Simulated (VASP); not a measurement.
AgHgF3:

```
Ag Hg F
1.0
     4.36843    0.00000    0.00000
     0.00000    4.36843    0.00000
     0.00000    0.00000    4.36843
Ag Hg F
1 1 3
Direct
  0.00000 0.00000 0.00000
  0.50000 0.50000 0.50000
  0.00000 0.50000 0.50000
  0.50000 0.00000 0.50000
  0.50000 0.50000 0.00000
```

* Program: VASP 6.6.1
* Task: relaxation of cell and atoms
* Functional: PBEsol
* Potentials or basis: VASP PAW PBE potentials, release 64 (Ag, Hg, F)
* Cutoff: 600 eV
* k mesh: 6 × 6 × 6
* Occupations: fermi-dirac, width 0.03 eV
* Spin: no spin polarisation

At the start: pressure 4.3 GPa; volume 16.67 Å³/atom.

Q: Where does the relaxation end?

A: Over 3 steps the energy falls by 12.7 meV/atom and the volume is 17.67 Å³/atom (+6.0 %); space group Pm-3m (No. 221, to 0.1 Å) before and after.

The path:
| step | energy change (eV) | largest force (eV/Å) | pressure (GPa) | volume (Å³) |
| --- | --- | --- | --- | --- |
| 1 | 0.0000 | 0.0000 | 4.29 | 83.36 |
| 2 | -0.0630 | 0.0000 | -0.38 | 88.87 |
| 3 | -0.0636 | 0.0000 | -0.01 | 88.34 |

Final structure:
```yaml
crystal:
  lattice:
    - [4.45376, 0.00000, 0.00000]
    - [0.00000, 4.45376, 0.00000]
    - [0.00000, 0.00000, 4.45376]
  atoms:
    - { symbol: Ag, position: [0.00000, 0.00000, 0.00000] }
    - { symbol: Hg, position: [0.50000, 0.50000, 0.50000] }
    - { symbol: F, position: [0.00000, 0.50000, 0.50000] }
    - { symbol: F, position: [0.50000, 0.00000, 0.50000] }
    - { symbol: F, position: [0.50000, 0.50000, 0.00000] }
```

Caveat: the PAW data sets were made with another functional, which shifts forces and pressure a little.
